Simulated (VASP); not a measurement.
A run of VASP 6.6.1:

File INCAR:

```
PREC = Accurate ; ENCUT = 520
EDIFF = 1E-6 ; ISMEAR = 0
SIGMA = 0.15 ; LREAL = False
LASPH = True ; NELM = 80
ALGO = Normal ; ISIF = 2
LWAVE = False ; LCHARG = False
GGA = PS ; NBANDS = 24
```

KPOINTS

```
regular mesh
0
Gamma
  18 18 12
```

POSCAR

```
TaN
1.0
    2.8701609143      0.0000000000      0.0000000000
   -1.4350804572      2.4856322647      0.0000000000
    0.0000000000      0.0000000000      5.5784615792
Ta N
2 2
Direct
    0.3333333333      0.6666666667      0.0000000000
    0.6666666667      0.3333333333      0.5000000000
    0.3333333333      0.6666666667      0.3850000000
    0.6666666667      0.3333333333      0.8850000000
```

Potentials or basis: VASP PAW PBE potentials, release 64 (Ta_pv, N).

Launch:

```sh
$ cat potpaw_PBE.64/Ta_pv/POTCAR potpaw_PBE.64/N/POTCAR > POTCAR
$ mpirun -np 1 vasp_std > vasp.out
```

Hardware: 1 thread of AMD EPYC 7R43 64-Core Processor (Zen 3), on a shared host.

Q: Estimate the wall time of this run.

A: Wall time 3 min on 1 thread of AMD EPYC 7R43 64-Core Processor (Zen 3), on a shared host, peak memory 0.29 GiB. Counts: scf iterations 12, k points 259.
